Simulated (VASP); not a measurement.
# CO2 in VASP: further runs

Runs on CO2. Level: PBE. Tasks: single point.

Program: VASP 6.6.1. These are calculated values, not measurements. Logs are shortened: lines on timing, memory, paths and dates and some standing lists are left out, and cuts for length are marked.

### 1 The cell of the first run

It takes space group Pbca (No. 61, orthorhombic). The conventional cell has a = 6.009 Å, b = 6.009 Å, c = 6.156 Å, α = 90.00°, β = 90.00°, γ = 90.00°. C (site symmetry -1) has 2 O at 1.17 Å within 1.6 Å. Within 1.6 Å of O (site symmetry 1) lie 1 C at 1.17 Å.

### 2 Single point, PBE (18.52 Å³/atom)

INCAR

```
PREC = Accurate
ENCUT = 520
EDIFF = 1E-6
ISMEAR = 0
SIGMA = 0.05
LREAL = F
LASPH = T
NELM = 60
ALGO = Normal
ISIF = 2
LWAVE = F
LCHARG = T
GGA = PE
LELF = T
LVHAR = T
NBANDS = 44
```

KPOINTS

```
Automatic mesh
0
Gamma
  4 4 4
```

POSCAR

```
CO2
1.0
    6.0092532091      0.0000000000      0.0000000000
    0.0000000000      6.0092532091      0.0000000000
    0.0000000000      0.0000000000      6.1558789874
C O
4 8
Direct
    0.0000000000      0.0000000000      0.0000000000
    0.5000000000      0.0000000000      0.5000000000
    0.5000000000      0.5000000000      0.0000000000
    0.0000000000      0.5000000000      0.5000000000
    0.1114834447      0.1114834447      0.1114834447
    0.3885165553      0.8885165553      0.6114834447
    0.6114834447      0.3885165553      0.8885165553
    0.8885165553      0.6114834447      0.3885165553
    0.8885165553      0.8885165553      0.8885165553
    0.6114834447      0.1114834447      0.3885165553
    0.3885165553      0.6114834447      0.1114834447
    0.1114834447      0.3885165553      0.6114834447
```

Potentials or basis: VASP PAW PBE potentials, release 64 (C, O).

Run with:

```
$ cat potpaw_PBE.64/C/POTCAR potpaw_PBE.64/O/POTCAR > POTCAR
$ mpirun -np 1 vasp_std > vasp.out
```

OUTCAR:

```text
PREC = Accurate
   ENCUT = 520
   EDIFF = 1E-6
   ISMEAR = 0
   LREAL = F
   LASPH = T
   NELM = 60
   ISIF = 2
   GGA = PE

 ion  position               nearest neighbor table
   1  0.000  0.000  0.000-   5 1.17   9 1.17
   2  0.500  0.000  0.500-   6 1.17  10 1.17
   3  0.500  0.500  0.000-   7 1.17  11 1.17
   4  0.000  0.500  0.500-   8 1.17  12 1.17
   5  0.111  0.111  0.111-   1 1.17
   6  0.389  0.889  0.611-   2 1.17
   7  0.611  0.389  0.889-   3 1.17
   8  0.889  0.611  0.389-   4 1.17
   9  0.889  0.889  0.889-   1 1.17
  10  0.611  0.111  0.389-   2 1.17
  11  0.389  0.611  0.111-   3 1.17
  12  0.111  0.389  0.611-   4 1.17

  LATTYP: Found a simple tetragonal cell.
 ALAT       =     6.0092532091
 C/A-ratio  =     1.0244000000

  Lattice vectors:

 A1 = (   6.0092532091,   0.0000000000,   0.0000000000)
 A2 = (   0.0000000000,   6.0092532091,   0.0000000000)
 A3 = (   0.0000000000,   0.0000000000,   6.1558789874)

Analysis of symmetry for initial positions (statically):
=====================================================================
 Subroutine PRICEL returns:
 Original cell was already a primitive cell.

 Routine SETGRP: Setting up the symmetry group for a
 simple tetragonal supercell.

 Subroutine GETGRP returns: Found  8 space group operations
 (whereof  2 operations were pure point group operations)
 out of a pool of 16 trial point group operations.

The static configuration has the point symmetry S_2 .
 The point group associated with its full space group is D_2h.

Analysis of symmetry for dynamics (positions and initial velocities):
=====================================================================
 Subroutine PRICEL returns:
 Original cell was already a primitive cell.

 Routine SETGRP: Setting up the symmetry group for a
 simple tetragonal supercell.

 Subroutine GETGRP returns: Found  8 space group operations
 (whereof  2 operations were pure point group operations)
 out of a pool of 16 trial point group operations.

The dynamic configuration has the point symmetry S_2 .
 The point group associated with its full space group is D_2h.

 Subroutine INISYM returns: Found  8 space group operations
 (whereof  2 operations are pure point group operations),
 and found     1 'primitive' translations

----------------------------------------------------------------------------------------

                                     Primitive cell

  volume of cell :     222.2957

  direct lattice vectors                    reciprocal lattice vectors
     6.009253209  0.000000000  0.000000000     0.166410029  0.000000000  0.000000000
     0.000000000  6.009253209  0.000000000     0.000000000  0.166410029  0.000000000
     0.000000000  0.000000000  6.155878987     0.000000000  0.000000000  0.162446338

  length of vectors
     6.009253209  6.009253209  6.155878987     0.166410029  0.166410029  0.162446338

  position of ions in fractional coordinates (direct lattice)
     0.000000000  0.000000000  0.000000000
     0.500000000  0.000000000  0.500000000
     0.500000000  0.500000000  0.000000000
     0.000000000  0.500000000  0.500000000
     0.111483445  0.111483445  0.111483445
     0.388516555  0.888516555  0.611483445
     0.611483445  0.388516555  0.888516555
     0.888516555  0.611483445  0.388516555
     0.888516555  0.888516555  0.888516555
     0.611483445  0.111483445  0.388516555
     0.388516555  0.611483445  0.111483445
     0.111483445  0.388516555  0.611483445

  ion indices of the primitive-cell ions
   primitive index   ion index
                 1           1
                 2           2
                 3           3
                 4           4
                 5           5
                 6           6
                 7           7
                 8           8
                 9           9
                10          10
                11          11
                12          12

----------------------------------------------------------------------------------------

 KPOINTS: Automatic mesh

Automatic generation of k-mesh.
 Grid dimensions read from file:
 generate k-points for:    4    4    4

 Generating k-lattice:

  Cartesian coordinates                     Fractional coordinates (reciprocal lattice)
     0.041602507  0.000000000  0.000000000     0.250000000  0.000000000  0.000000000
     0.000000000  0.041602507  0.000000000     0.000000000  0.250000000  0.000000000
     0.000000000  0.000000000  0.040611585     0.000000000  0.000000000  0.250000000

  Length of vectors
     0.041602507  0.041602507  0.040611585

  Shift w.r.t. Gamma in fractional coordinates (k-lattice)
     0.000000000  0.000000000  0.000000000

 Subroutine IBZKPT returns following result:
 ===========================================

 Found     27 irreducible k-points:

 Following reciprocal coordinates:
            Coordinates               Weight
  0.000000  0.000000  0.000000      1.000000
  0.250000  0.000000  0.000000      2.000000
  0.000000  0.250000  0.000000      2.000000
  0.500000  0.000000  0.000000      1.000000
  0.000000  0.500000  0.000000      1.000000
  0.250000  0.250000  0.000000      4.000000
[... 16 lines left out ...]
  0.000000  0.500000  0.500000      1.000000
  0.250000  0.250000  0.500000      4.000000
 [... further k-points ...]
   k-points           NKPTS =     27   k-points in BZ     NKDIM =     27   number of bands    NBANDS=     44
   number of dos      NEDOS =    301   number of ions     NIONS =     12
   total plane-waves  NPLWV = 110592
   dimension x,y,z NGX =    48 NGY =   48 NGZ =   48
   dimension x,y,z NGXF=    96 NGYF=   96 NGZF=   96
   ions per type =               4   8
   NGX,Y,Z   is equivalent  to a cutoff of  13.28, 13.28, 12.96 a.u.
   NGXF,Y,Z  is equivalent  to a cutoff of  26.56, 26.56, 25.93 a.u.
 SYSTEM =  unknown system
   PREC   = accura    normal or accurate (medium, high low for compatibility)
   ISTART =      0    job   : 0-new  1-cont  2-samecut
   ICHARG =      2    charge: 1-file 2-atom 10-const
   ISPIN  =      1    spin polarized calculation?
   LNONCOLLINEAR =      F non collinear calculations
   LSORBIT =      F    spin-orbit coupling
   LASPH  =      T    aspherical Exc in radial PAW
   ENCUT  =  520.0 eV  38.22 Ry    6.18 a.u.  11.17 11.17 11.45*2*pi/ulx,y,z
   NELM   =     60;   NELMIN=  2; NELMDL= -5     # of ELM steps
   EDIFF  = 0.1E-05   stopping-criterion for ELM
   LREAL  =      F    real-space projection
   EDIFFG = 0.1E-04   stopping-criterion for IOM
   NSW    =      0    number of steps for IOM
   IBRION =     -1    ionic relax: 0-MD 1-quasi-New 2-CG
   NFREE  =      0    steps in history (QN), initial steepest desc. (CG)
   ISIF   =      2    stress and relaxation
   ISYM   =      2    0-nonsym 1-usesym 2-fastsym
   POTIM  = 0.5000    time-step for ionic-motion
   TEBEG  =    0.0;   TEEND  =   0.0 temperature during run
   PSTRESS=    0.0 pullay stress
   NELECT =      64.0000    total number of electrons
   NUPDOWN=      -1.0000    fix difference up-down
   EMIN   =  10.00;   EMAX   =-10.00  energy-range for DOS
   EFERMI =   0.00;   METHOD = LEGACY
   ISMEAR =     0;   SIGMA  =   0.05  broadening in eV -4-tet -1-fermi 0-gaus
   EFERMI_NEDOS =   21; number of points for ismear=-14 and -15
   IALGO  =     38    algorithm
   IMIX   =      4    mixing-type and parameters
     AMIX     =   0.40;   BMIX     =  1.00
     AMIX_MAG =   1.60;   BMIX_MAG =  1.00
  volume/ion in A,a.u.               =      18.52       125.01
  Fermi-wavevector in a.u.,A,eV,Ry     =   1.080997  2.042788 15.899147  1.168554
  Thomas-Fermi vector in A             =   2.217002
   LORBIT       =      0    0 simple, 1 ext, 2 COOP (PROOUT), +10 PAW based schemes
   GGA     = PE    functional components
   LHFCALC =     F    Hartree Fock is set to
   AEXX    =    0.0000 exact exchange contribution
   IVDW    =     0    specifies the selected vdW correction
   LEPSILON=     F    determine dielectric tensor
   LRPA    =     F    only Hartree local field effects (RPA)
 non-spin polarized calculation
 Gauss-broadening in eV      SIGMA  =   0.05
  energy-cutoff  :      520.00
  volume of cell :      222.30
 maximum number of plane-waves:      6036
 NGX is ok and might be reduce to    48
   NGX = 23   NGY = 23   NGZ = 23

 number of electron      64.0000000 magnetization

 Free energy of the ion-electron system (eV)
  ---------------------------------------------------
  ext. energy  EPLUGINS =         0.00000000
  ---------------------------------------------------
  free energy    TOTEN  =       -92.26726707 eV

  energy without entropy =      -92.26726707  energy(sigma->0) =      -92.26726707

 E-fermi :  -4.5219     XC(G=0):  -6.8758

 val. band max:       -4.8144737259   @ k =   0.0000   0.0000   0.0000
 cond. band min:       1.7895151607   @ k =   0.0000   0.0000   0.0000
 fundamental gap:      6.6039888865
 Fermi energy:        -4.5219238659

 k-point     1 :       0.0000    0.0000    0.0000
  band No.  band energies     occupation
      1     -25.1939      2.00000
      2     -25.1116      2.00000
      3     -25.1068      2.00000
      4     -25.1061      2.00000
      5     -24.1389      2.00000
      6     -24.1351      2.00000
[... 36 lines left out ...]
     43       5.4738      0.00000
     44       5.4758      0.00000

 k-point     2 :       0.2500    0.0000    0.0000
  band No.  band energies     occupation
      1     -25.1814      2.00000
      2     -25.1193      2.00000
      3     -25.1107      2.00000
      4     -25.1074      2.00000
      5     -24.1357      2.00000
      6     -24.1350      2.00000
[... 1026 lines left out ...]
 k-point    24 :       0.2500    0.2500    0.5000
  band No.  band energies     occupation
      1     -25.1415      2.00000
      2     -25.1415      2.00000
      3     -25.1179      2.00000
      4     -25.1179      2.00000
      5     -24.1339      2.00000
      6     -24.1339      2.00000
[... 36 lines left out ...]
     43       5.1165      0.00000
     44       5.1165      0.00000

 [... further k-points ...]

------------------------ aborting loop because EDIFF is reached ----------------------------------------

  FORCE on cell =-STRESS in cart. coord.  units (eV):
  Direction    XX          YY          ZZ          XY          YZ          ZX
  --------------------------------------------------------------------------------------
  -------------------------------------------------------------------------------------
  Total        1.6368396      1.6408239      1.6197815      0.0000000      0.0000000      0.0000000
  in kB       11.7973813     11.8260982     11.6744366      0.0000000      0.0000000      0.0000000
  external PRESSURE =      11.7659721 kB  Pullay stress =       0.0000000 kB

 VOLUME and BASIS-vectors are now :
 -----------------------------------------------------------------------------
  energy-cutoff  :      520.00
  volume of cell :      222.30
      direct lattice vectors                 reciprocal lattice vectors
     6.009253209  0.000000000  0.000000000     0.166410029  0.000000000  0.000000000
     0.000000000  6.009253209  0.000000000     0.000000000  0.166410029  0.000000000
     0.000000000  0.000000000  6.155878987     0.000000000  0.000000000  0.162446338

 POSITION                                       TOTAL-FORCE (eV/Angst)
 -----------------------------------------------------------------------------------
      0.00000      0.00000      0.00000        -0.000000      0.000000      0.000000
      3.00463      0.00000      3.07794        -0.000000      0.000000      0.000000
      3.00463      3.00463      0.00000        -0.000000      0.000000      0.000000
      0.00000      3.00463      3.07794        -0.000000      0.000000      0.000000
      0.66993      0.66993      0.68628         0.355395      0.358509      0.362156
      2.33469      5.33932      3.76422        -0.355395     -0.358509      0.362156
      3.67456      2.33469      5.46960         0.355395     -0.358509     -0.362156
      5.33932      3.67456      2.39166        -0.355395      0.358509     -0.362156
      5.33932      5.33932      5.46960        -0.355395     -0.358509     -0.362156
      3.67456      0.66993      2.39166         0.355395      0.358509     -0.362156
      2.33469      3.67456      0.68628        -0.355395      0.358509      0.362156
      0.66993      2.33469      3.76422         0.355395     -0.358509      0.362156
 -----------------------------------------------------------------------------------
    total drift:                                0.000000      0.000000      0.000000

  FREE ENERGIE OF THE ION-ELECTRON SYSTEM (eV)
  ---------------------------------------------------
  free  energy   TOTEN  =       -92.2672670675 eV

  energy  without entropy=      -92.2672670675  energy(sigma->0) =      -92.26726707
```

Run time: 2.7 min. Hardware: 1 thread of Intel Xeon Platinum 8488C (Sapphire Rapids), shared host; peak memory 0.42 GiB.

Results:

- Free energy: -92.2673 eV
- Pressure: 1.2 GPa
- Largest force: 0.621 eV/Å
- Band gap on the k mesh: 6.60 eV

Forces in eV/Å, atoms in the order of the input:
```
C    0.000  0.000  0.000
C    0.000  0.000  0.000
C    0.000  0.000  0.000
C    0.000  0.000  0.000
O    0.355  0.359  0.362
O   -0.355 -0.359  0.362
O    0.355 -0.359 -0.362
O   -0.355  0.359 -0.362
O   -0.355 -0.359 -0.362
O    0.355  0.359 -0.362
O   -0.355  0.359  0.362
O    0.355 -0.359  0.362
```

Caveat: this functional lacks dispersion, which holds the molecules together, so the pressure and a relaxed volume are unreliable.

### 3 Single point, PBE (16.75 Å³/atom)

This run uses another cell than the first one, of 16.75 Å³/atom.

INCAR

```
SYSTEM = CO2
PREC = Accurate
ENCUT = 520
EDIFF = 1E-6
ISMEAR = 0
SIGMA = 0.05
LREAL = .FALSE.
LASPH = .TRUE.
NELM = 80
ALGO = Normal
ISIF = 2
LWAVE = .FALSE.
LCHARG = .TRUE.
GGA = PE
LELF = .TRUE.
LVHAR = .TRUE.
NBANDS = 44
```

KPOINTS

```
Automatic mesh
0
G
  4 4 4
  0 0 0
```

POSCAR, as its differences from that of step 2:

```diff
@@ -2,5 +2,5 @@
 1.0
-    6.0092532091      0.0000000000      0.0000000000
-    0.0000000000      6.0092532091      0.0000000000
-    0.0000000000      0.0000000000      6.1558789874
+    5.9045188018      0.0000000000      0.0000000000
+    0.0000000000      5.9045188018      0.0000000000
+    0.0000000000      0.0000000000      5.7639912543
 C O
```

Potentials or basis: VASP PAW PBE potentials, release 64 (C, O).

Run with:

```
$ cat potpaw_PBE.64/C/POTCAR potpaw_PBE.64/O/POTCAR > POTCAR
$ mpirun -np 1 vasp_std > vasp.out
```

It took 2.4 min on 1 thread of Intel Xeon Platinum 8488C (Sapphire Rapids), shared host; peak memory 0.39 GiB.

The run converged. Its results:

```yaml
Free_energy: -91.3687 eV
Pressure: 12.7 GPa
Largest_force: 5.306 eV/Å
Band_gap_on_the_k_mesh: 6.94 eV
```

Forces in eV/Å, atoms in the order of the input:
```
C    0.000  0.000  0.000
C    0.000  0.000  0.000
C    0.000  0.000  0.000
C    0.000  0.000  0.000
O    3.088  3.084  3.018
O   -3.088 -3.084  3.018
O    3.088 -3.084 -3.018
O   -3.088  3.084 -3.018
O   -3.088 -3.084 -3.018
O    3.088  3.084 -3.018
O   -3.088  3.084  3.018
O    3.088 -3.084  3.018
```

Stress tensor (GPa, compression positive):
```
12.89  0.00  0.00
 0.00 12.89  0.00
 0.00  0.00 12.40
```

Levels at points of the mesh, in eV from the valence-band top:
```tsv
k point	band 29	band 30	band 31	band 32	band 33	band 34	band 35	band 36
(0.00, 0.00, 0.00)	-0.15	-0.14	-0.04	0.00	6.94	8.82	8.84	8.87
(0.50, 0.00, 0.00)	-0.22	-0.22	-0.07	-0.07	8.28	8.28	8.72	8.72
(0.00, 0.50, 0.00)	-0.22	-0.22	-0.07	-0.07	8.28	8.28	8.75	8.75
(0.50, 0.50, 0.00)	-0.21	-0.21	-0.21	-0.21	8.67	8.67	8.67	8.67
(0.00, 0.00, 0.50)	-0.22	-0.22	-0.08	-0.08	8.34	8.34	8.74	8.74
(0.50, 0.00, 0.50)	-0.21	-0.21	-0.21	-0.21	8.67	8.67	8.67	8.67
(0.00, 0.50, 0.50)	-0.20	-0.20	-0.20	-0.20	8.68	8.68	8.68	8.68
(0.50, 0.50, 0.50)	-0.22	-0.22	-0.22	-0.22	8.80	8.80	8.80	8.80
```

Caveat: the cell stands under pressure; this functional lacks dispersion, which holds the molecules together, so the pressure and a relaxed volume are unreliable; forces of over 1 eV/Å act on the atoms, so gaps and moduli don't describe the material at rest. A hybrid or GW would open this gap; PBE tends to underestimate it.

(Part 1 of 2 ends here.)
